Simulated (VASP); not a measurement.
# C (R-3m) in VASP: a series of runs

C is run at these levels: r2SCAN; tasks: relaxation of shape and atoms at fixed volume, single point.

All numbers are computed with VASP 6.6.1; they aren't measurements. Logs are shortened: lines on timing, memory, paths and dates and some standing lists are left out, and cuts for length are marked.

## Step 1: The cell of the first run

The structure is trigonal, space group R-3m (No. 166). The conventional cell has a = 2.481 Å, b = 2.481 Å, c = 10.967 Å, α = 90.00°, β = 90.00°, γ = 120.00°. C (site symmetry 3m) has 3 C at 1.43 Å within 1.9 Å.

## Step 2: Relaxation of shape and atoms at fixed volume, r2SCAN (9.74 Å³/atom)

POSCAR reads:

```
C
1.0
    1.2403496747      0.7161162186      3.6558151095
   -1.2403496747      0.7161162186      3.6558151095
    0.0000000000     -1.4322324372      3.6558151095
C
2
Direct
    0.8333463671      0.8333463671      0.8333463671
    0.1666536329      0.1666536329      0.1666536329
```

INCAR.step1 reads:

```
  PREC = Accurate
  ENCUT = 600
  ISMEAR = 0
  SIGMA = 0.02
  LREAL = F
  LASPH = T
  NELM = 100
  GGA = PE
  ALGO = Normal
  EDIFF = 1E-4
  LWAVE = T
  LCHARG = F
```

INCAR.step2 reads:

```
  PREC = Accurate
  ENCUT = 600
  EDIFF = 1E-6
  ISMEAR = 0
  SIGMA = 0.02
  LREAL = F
  LASPH = T
  NELM = 100
  ALGO = Normal
  ISIF = 4
  LWAVE = F
  LCHARG = F
  METAGGA = R2SCAN
  LMIXTAU = T
  IBRION = 2
  NSW = 50
  EDIFFG = -0.01
  ISTART = 1
```

KPOINTS reads:

```
regular mesh
0
Gamma
  18 18 18
```

Potentials or basis: VASP PAW PBE potentials, release 64 (C).

Command:

```console
$ cat potpaw_PBE.64/C/POTCAR > POTCAR
$ cp INCAR.step1 INCAR
$ mpirun -np 1 vasp_std > vasp.out
$ cp INCAR.step2 INCAR
$ mpirun -np 1 vasp_std > vasp.out
```

OUTCAR:

```text
PREC = Accurate
   ENCUT = 600
   EDIFF = 1E-6
   ISMEAR = 0
   LREAL = F
   LASPH = T
   NELM = 100
   ISIF = 4
   METAGGA = R2SCAN
   IBRION = 2
   NSW = 50
   EDIFFG = -0.01
   ISTART = 1

 ion  position               nearest neighbor table
   1  0.833  0.833  0.833-   2 1.43   2 1.43   2 1.43
   2  0.167  0.167  0.167-   1 1.43   1 1.43   1 1.43

  LATTYP: Found a trigonal (rhomboedric) cell.
 ALAT       =     3.9263563095
 COS(alpha) =     0.8004099656

  Lattice vectors:

 A1 = (   1.2403496747,   0.7161162186,   3.6558151095)
 A2 = (  -1.2403496747,   0.7161162186,   3.6558151095)
 A3 = (   0.0000000000,  -1.4322324372,   3.6558151095)

Analysis of symmetry for initial positions (statically):
=====================================================================
 Subroutine PRICEL returns:
 Original cell was already a primitive cell.

 Routine SETGRP: Setting up the symmetry group for a
 trigonal (rhombohedral) supercell.

 Subroutine GETGRP returns: Found 12 space group operations
 (whereof 12 operations were pure point group operations)
 out of a pool of 12 trial point group operations.

The static configuration has the point symmetry D_3d.

Analysis of symmetry for dynamics (positions and initial velocities):
=====================================================================
 Subroutine PRICEL returns:
 Original cell was already a primitive cell.

 Routine SETGRP: Setting up the symmetry group for a
 trigonal (rhombohedral) supercell.

 Subroutine GETGRP returns: Found 12 space group operations
 (whereof 12 operations were pure point group operations)
 out of a pool of 12 trial point group operations.

The dynamic configuration has the point symmetry D_3d.

 Subroutine INISYM returns: Found 12 space group operations
 (whereof 12 operations are pure point group operations),
 and found     1 'primitive' translations

----------------------------------------------------------------------------------------

                                     Primitive cell

  volume of cell :      19.4833

  direct lattice vectors                    reciprocal lattice vectors
     1.240349675  0.716116219  3.655815110     0.403112131  0.232736897  0.091178936
    -1.240349675  0.716116219  3.655815110    -0.403112131  0.232736897  0.091178936
     0.000000000 -1.432232437  3.655815110     0.000000000 -0.465473794  0.091178936

  length of vectors
     3.926356309  3.926356309  3.926356309     0.474319989  0.474319989  0.474319989

  position of ions in fractional coordinates (direct lattice)
     0.833346367  0.833346367  0.833346367
     0.166653633  0.166653633  0.166653633

  ion indices of the primitive-cell ions
   primitive index   ion index
                 1           1
                 2           2

----------------------------------------------------------------------------------------

 KPOINTS: regular mesh

Automatic generation of k-mesh.
 Grid dimensions read from file:
 generate k-points for:   18   18   18

 Generating k-lattice:

  Cartesian coordinates                     Fractional coordinates (reciprocal lattice)
     0.022395118  0.012929828  0.005065496     0.055555556  0.000000000  0.000000000
    -0.022395118  0.012929828  0.005065496     0.000000000  0.055555556  0.000000000
     0.000000000 -0.025859655  0.005065496     0.000000000  0.000000000  0.055555556

  Length of vectors
     0.026351110  0.026351110  0.026351110

  Shift w.r.t. Gamma in fractional coordinates (k-lattice)
     0.000000000  0.000000000  0.000000000

 Subroutine IBZKPT returns following result:
 ===========================================

 Found    580 irreducible k-points:

 Following reciprocal coordinates:
            Coordinates               Weight
  0.000000  0.000000  0.000000      1.000000
  0.055556  0.000000  0.000000      6.000000
  0.111111  0.000000  0.000000      6.000000
  0.166667  0.000000  0.000000      6.000000
  0.222222  0.000000  0.000000      6.000000
  0.277778  0.000000  0.000000      6.000000
[... 16 lines left out ...]
 -0.277778  0.055556  0.000000     12.000000
 -0.222222  0.055556 -0.000000     12.000000
 [... further k-points ...]
   k-points           NKPTS =    580   k-points in BZ     NKDIM =    580   number of bands    NBANDS=      8
   number of dos      NEDOS =    301   number of ions     NIONS =      2
   total plane-waves  NPLWV =  32768
   dimension x,y,z NGX =    32 NGY =   32 NGZ =   32
   dimension x,y,z NGXF=    64 NGYF=   64 NGZF=   64
   ions per type =               2
   NGX,Y,Z   is equivalent  to a cutoff of  13.55, 13.55, 13.55 a.u.
   NGXF,Y,Z  is equivalent  to a cutoff of  27.10, 27.10, 27.10 a.u.
 SYSTEM =  unknown system
   PREC   = accura    normal or accurate (medium, high low for compatibility)
   ISTART =      1    job   : 0-new  1-cont  2-samecut
   ICHARG =      0    charge: 1-file 2-atom 10-const
   ISPIN  =      1    spin polarized calculation?
   LNONCOLLINEAR =      F non collinear calculations
   LSORBIT =      F    spin-orbit coupling
   LASPH  =      T    aspherical Exc in radial PAW
   ENCUT  =  600.0 eV  44.10 Ry    6.64 a.u.   7.84  7.84  7.84*2*pi/ulx,y,z
   NELM   =    100;   NELMIN=  2; NELMDL=  0     # of ELM steps
   EDIFF  = 0.1E-05   stopping-criterion for ELM
   LREAL  =      F    real-space projection
   EDIFFG = -.1E-01   stopping-criterion for IOM
   NSW    =     50    number of steps for IOM
   IBRION =      2    ionic relax: 0-MD 1-quasi-New 2-CG
   NFREE  =      1    steps in history (QN), initial steepest desc. (CG)
   ISIF   =      4    stress and relaxation
   ISYM   =      2    0-nonsym 1-usesym 2-fastsym
   POTIM  = 0.5000    time-step for ionic-motion
   TEBEG  =    0.0;   TEEND  =   0.0 temperature during run
   PSTRESS=    0.0 pullay stress
   NELECT =       8.0000    total number of electrons
   NUPDOWN=      -1.0000    fix difference up-down
   EMIN   =  10.00;   EMAX   =-10.00  energy-range for DOS
   EFERMI =   0.00;   METHOD = LEGACY
   ISMEAR =     0;   SIGMA  =   0.02  broadening in eV -4-tet -1-fermi 0-gaus
   EFERMI_NEDOS =   21; number of points for ismear=-14 and -15
   IALGO  =     38    algorithm
   IMIX   =      4    mixing-type and parameters
     AMIX     =   0.40;   BMIX     =  1.00
     AMIX_MAG =   1.60;   BMIX_MAG =  1.00
  volume/ion in A,a.u.               =       9.74        65.74
  Fermi-wavevector in a.u.,A,eV,Ry     =   1.216794  2.299408 20.144623  1.480588
  Thomas-Fermi vector in A             =   2.352136
   LORBIT       =      0    0 simple, 1 ext, 2 COOP (PROOUT), +10 PAW based schemes
   METAGGA = R2SCAN    functional components
   LHFCALC =     F    Hartree Fock is set to
   AEXX    =    0.0000 exact exchange contribution
   IVDW    =     0    specifies the selected vdW correction
   LEPSILON=     F    determine dielectric tensor
   LRPA    =     F    only Hartree local field effects (RPA)
 conjugate gradient relaxation of ions
 non-spin polarized calculation
 Gauss-broadening in eV      SIGMA  =   0.02
  energy-cutoff  :      600.00
  volume of cell :       19.48
 maximum number of plane-waves:       665
   NGX = 15   NGY = 15   NGZ = 15

--------------------------------------- Ionic step        1  -------------------------------------------

 number of electron       8.0000000 magnetization

 Free energy of the ion-electron system (eV)
  ---------------------------------------------------
  ext. energy  EPLUGINS =         0.00000000
  ---------------------------------------------------
  free energy    TOTEN  =       -19.86997583 eV

  energy without entropy =      -19.86997583  energy(sigma->0) =      -19.86997583

------------------------ aborting loop because EDIFF is reached ----------------------------------------

  FORCE on cell =-STRESS in cart. coord.  units (eV):
  Direction    XX          YY          ZZ          XY          YZ          ZX
  --------------------------------------------------------------------------------------
  -------------------------------------------------------------------------------------
  Total       -1.3193199     -1.3193199     -0.1154990     -0.0000000      0.0000000      0.0000000
  in kB     -108.4919648   -108.4919648     -9.4978576     -0.0000000      0.0000000      0.0000000
  external PRESSURE =     -75.4939290 kB  Pullay stress =       0.0000000 kB

 VOLUME and BASIS-vectors are now :
 -----------------------------------------------------------------------------
  energy-cutoff  :      600.00
  volume of cell :       19.48
      direct lattice vectors                 reciprocal lattice vectors
     1.240349675  0.716116219  3.655815110     0.403112131  0.232736897  0.091178936
    -1.240349675  0.716116219  3.655815110    -0.403112131  0.232736897  0.091178936
     0.000000000 -1.432232437  3.655815110     0.000000000 -0.465473794  0.091178936
[... 37 lines left out ...]
 POSITION                                       TOTAL-FORCE (eV/Angst)
 -----------------------------------------------------------------------------------
     -0.00000      0.00000      9.31746         0.000000     -0.000000     -0.000832
     -0.00000      0.00000      1.86334        -0.000000      0.000000      0.000832
 -----------------------------------------------------------------------------------
    total drift:                                0.000000      0.000000     -0.000000

  FREE ENERGIE OF THE ION-ELECTRON SYSTEM (eV)
  ---------------------------------------------------
  free  energy   TOTEN  =       -19.8801973278 eV

  energy  without entropy=      -19.8801973278  energy(sigma->0) =      -19.88019733

--------------------------------------- Ionic step        3  -------------------------------------------

 number of electron       8.0000000 magnetization

 Free energy of the ion-electron system (eV)
  ---------------------------------------------------
  ext. energy  EPLUGINS =         0.00000000
  ---------------------------------------------------
  free energy    TOTEN  =       -19.88035526 eV

  energy without entropy =      -19.88035526  energy(sigma->0) =      -19.88035526

 E-fermi :   3.7794     XC(G=0): -10.3960

 val. band max:        3.6161491081   @ k =  -0.3333   0.3333   0.0000
 cond. band min:       3.9861674963   @ k =  -0.3333   0.3333   0.0000
 fundamental gap:      0.3700183882
 Fermi energy:         3.7794008010

 k-point     1 :       0.0000    0.0000    0.0000
  band No.  band energies     occupation
      1     -17.0791      2.00000
      2      -3.6980      2.00000
      3       0.5790      2.00000
      4       0.5790      2.00000
      5       7.4660      0.00000
      6      12.5046      0.00000
      7      12.5046      0.00000
      8      16.2092      0.00000

 k-point     2 :       0.0556    0.0000    0.0000
  band No.  band energies     occupation
      1     -17.0010      2.00000
      2      -3.6122      2.00000
      3       0.2570      2.00000
      4       0.4118      2.00000
      5       7.5739      0.00000
      6      12.5559      0.00000
      7      12.8415      0.00000
      8      15.9191      0.00000
[... 221 lines left out ...]
 k-point    23 :      -0.2778    0.0556    0.0000
  band No.  band energies     occupation
      1     -14.6981      2.00000
      2      -5.6879      2.00000
      3      -2.3546      2.00000
      4      -1.0697      2.00000
      5       9.8260      0.00000
      6      10.6211      0.00000
      7      12.4434      0.00000
      8      19.0375      0.00000

 k-point    24 :      -0.2222    0.0556   -0.0000
  band No.  band energies     occupation
      1     -15.4583      2.00000
      2      -4.1404      2.00000
      3      -1.8820      2.00000
      4      -1.7977      2.00000
      5       9.5761      0.00000
      6      11.4661      0.00000
      7      12.6515      0.00000
      8      17.3987      0.00000

 [... further k-points ...]
[... 5 lines left out ...]
  --------------------------------------------------------------------------------------
  -------------------------------------------------------------------------------------
  Total       -0.1415687     -0.1415687     -0.1404374      0.0000000      0.0000000      0.0000000
  in kB      -11.6416531    -11.6416531    -11.5486209      0.0000000      0.0000000      0.0000000
  external PRESSURE =     -11.6106424 kB  Pullay stress =       0.0000000 kB

 VOLUME and BASIS-vectors are now :
 -----------------------------------------------------------------------------
  energy-cutoff  :      600.00
  volume of cell :       19.48
      direct lattice vectors                 reciprocal lattice vectors
     1.229760726  0.710002686  3.719043510     0.406583158  0.234740896  0.089628780
    -1.229760726  0.710002686  3.719043510    -0.406583158  0.234740896  0.089628780
    -0.000000000 -1.420005372  3.719043510     0.000000000 -0.469481792  0.089628780

 POSITION                                       TOTAL-FORCE (eV/Angst)
 -----------------------------------------------------------------------------------
     -0.00000      0.00000      9.29774         0.000000      0.000000     -0.000794
     -0.00000      0.00000      1.85939        -0.000000      0.000000      0.000794
 -----------------------------------------------------------------------------------
    total drift:                                0.000000     -0.000000      0.000000

  FREE ENERGIE OF THE ION-ELECTRON SYSTEM (eV)
  ---------------------------------------------------
  free  energy   TOTEN  =       -19.8803552562 eV

  energy  without entropy=      -19.8803552562  energy(sigma->0) =      -19.88035526

 reached required accuracy - stopping structural energy minimisation
```

It took 29 min on 1 thread of Intel Xeon 8259CL, shared host; peak memory 0.25 GiB.

Results:

```
Free energy               : -19.8804 eV
Energy gained by relaxing : 5.2 meV/atom
Ionic steps               : 3
Pressure after relaxing   : -1.2 GPa
```

Step by step:
```
step  energy change (eV)  largest force (eV/Å)  pressure (GPa)  volume (Å³)
   1              0.0000                0.0004           -7.55        19.48
   2             -0.0102                0.0008           -0.35        19.48
   3             -0.0104                0.0008           -1.16        19.48
```

Final structure:
```
C
1.0
     1.22976    0.71000    3.71904
    -1.22976    0.71000    3.71904
     0.00000   -1.42001    3.71904
C
2
Direct
  0.83334 0.83334 0.83334
  0.16665 0.16665 0.16665
```

Caveat: the PAW data sets were made with another functional, which shifts forces and pressure a little.

## Step 3: Single point, r2SCAN

This run uses another cell than the first one, of 9.19 Å³/atom.

POSCAR reads:

```
C
1.0
    1.2279165312      0.7089379398      3.5190776898
   -1.2279165312      0.7089379398      3.5190776898
    0.0000000000     -1.4178758797      3.5190776898
C
2
Direct
    0.1666424286      0.1666424286      0.1666424286
    0.8333575714      0.8333575714      0.8333575714
```

INCAR.step1 reads:

```
SYSTEM = C
ALGO = Normal
EDIFF = 1E-4
ENCUT = 520
GGA = PE
ISMEAR = 0
LASPH = .TRUE.
LCHARG = .FALSE.
LREAL = .FALSE.
LWAVE = .TRUE.
NBANDS = 11
NELM = 60
PREC = Accurate
SIGMA = 0.05
```

INCAR.step2 reads:

```
SYSTEM = C
ALGO = Normal
EDIFF = 1E-6
ENCUT = 520
ISIF = 2
ISMEAR = 0
ISTART = 1
LASPH = .TRUE.
LCHARG = .FALSE.
LMIXTAU = .TRUE.
LREAL = .FALSE.
LWAVE = .FALSE.
METAGGA = R2SCAN
NBANDS = 11
NELM = 60
PREC = Accurate
SIGMA = 0.05
```

KPOINTS reads:

```
k-points
0
G
  12 12 12
  0 0 0
```

Potentials or basis: VASP PAW PBE potentials, release 64 (C).

Command:

```console
$ cat potpaw_PBE.64/C/POTCAR > POTCAR
$ cp INCAR.step1 INCAR
$ mpirun -np 1 vasp_std > vasp.out
$ cp INCAR.step2 INCAR
$ mpirun -np 1 vasp_std > vasp.out
```

It took 5.5 min on 1 thread of Intel Xeon 8259CL, shared host; peak memory 0.17 GiB.

The run converged. Its results:

* Free energy: -19.8743 eV
* Pressure: 0.7 GPa
* Largest force: 0.005 eV/Å

Forces on the atoms (eV/Å):
```
C    0.000  0.000 -0.005
C    0.000  0.000  0.005
```

Stress tensor (GPa, compression positive):
```
 1.13  0.00  0.00
 0.00  1.13  0.00
 0.00  0.00 -0.23
```

Caveat: the PAW data sets were made with another functional, which shifts forces and pressure a little.

(Continued in part 2 of 2.)
